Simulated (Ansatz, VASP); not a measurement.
MgCd2S3: VASP beside Ansatz

```
Mg Cd S
1.0
     3.82733   -0.00010   -0.00028
    -1.91376    3.31481   -0.00009
    -0.00129   -0.00113   18.75387
Mg Cd S
2 4 6
Direct
  0.00004 0.00006 0.99994
  0.00001 0.00000 0.49995
  0.33302 0.66697 0.16438
  0.33378 0.66635 0.66436
  0.66618 0.33346 0.33556
  0.66705 0.33312 0.83553
  0.99895 0.00076 0.25004
  0.00138 0.99925 0.75004
  0.66715 0.33339 0.07802
  0.66648 0.33367 0.57795
  0.33325 0.66617 0.42207
  0.33272 0.66681 0.92214
```

Change from the starting cell: cell x2, atoms moved at random (sigma 0.15 Å) and cell strained at random (1.5 %), then relaxed without symmetry.

Alike in both runs: functional PBE; k mesh 6 × 6 × 1; occupations gaussian, width 0.1 eV; no spin polarisation.

Ansatz relaxed the structure, and its values are those at the end. VASP's run is a single point on that final structure, the one shown.

|  | VASP | Ansatz |
| --- | --- | --- |
| version | VASP 6.6.1 | Ansatz 0.2.0 |
| potentials or method | VASP PAW PBE potentials, release 64 (Mg, Cd, S), cutoff 520 eV | scalar-relativistic, plane waves, PAW |
| valence electrons in the cell | 88 | 136 |

|  | VASP | Ansatz | Ansatz less VASP |
| --- | --- | --- | --- |
| gap on the k mesh at the Fermi level (eV) | 0.90 | 0.91 | +0.010 |
| least direct gap on the mesh (eV) | 1.03 | 1.04 | +0.009 |
| pressure (GPa) | 0.2 | 0.0 | -0.20 |
| rms of the force components (eV/Å) | 0.016 | 0.003 | -0.0130 |

VASP's potentials hold 88 valence electrons a cell and Ansatz's 136, so a difference there can come from the potentials and not from the codes.
